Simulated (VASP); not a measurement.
A run of VASP 6.6.1 is set up as follows.

The input POSCAR:

```
Rb
1.0
    5.7051759400      0.0000000000      0.0000000000
    0.0000000000      4.6118495400      0.0000000000
    0.0000000000      0.0000000000     12.3048916700
Rb
4
Direct
    0.0470000000      0.2500000000      0.1430000000
    0.4530000000      0.7500000000      0.6430000000
    0.5470000000      0.2500000000      0.8570000000
    0.9530000000      0.7500000000      0.3570000000
```

Contents of INCAR.step1:

```
PREC = Accurate
ENCUT = 520
ISMEAR = -1
SIGMA = 0.1
LREAL = F
LASPH = T
NELM = 100
NBANDS = 26
GGA = PE
ALGO = Normal
EDIFF = 1E-4
LWAVE = T
LCHARG = F
```

INCAR.step2

```
PREC = Accurate
ENCUT = 520
EDIFF = 1E-7
ISMEAR = -1
SIGMA = 0.1
LREAL = F
LASPH = T
NELM = 100
ALGO = Normal
ISIF = 2
LWAVE = F
LCHARG = F
METAGGA = R2SCAN
LMIXTAU = T
NBANDS = 26
ISTART = 1
```

KPOINTS

```
Automatic mesh
0
Gamma
  3 4 2
```

Potentials or basis: VASP PAW PBE potentials, release 64 (Rb_sv).

Launch:

```sh
$ cat potpaw_PBE.64/Rb_sv/POTCAR > POTCAR
$ cp INCAR.step1 INCAR
$ mpirun -np 1 vasp_std > vasp.out
$ cp INCAR.step2 INCAR
$ mpirun -np 1 vasp_std > vasp.out
```

(1) Estimate the largest force.

(2) Estimate the band gap on the k mesh.

Results:

(1) 0.694 eV/Å.

(2) zero (band 18 reaches 0.81 eV, above the bottom of band 19 at -0.51 eV).

Caveat: the k points lie up to 0.37 Å⁻¹ apart; the PAW data sets were made with another functional, which shifts forces and pressure a little.
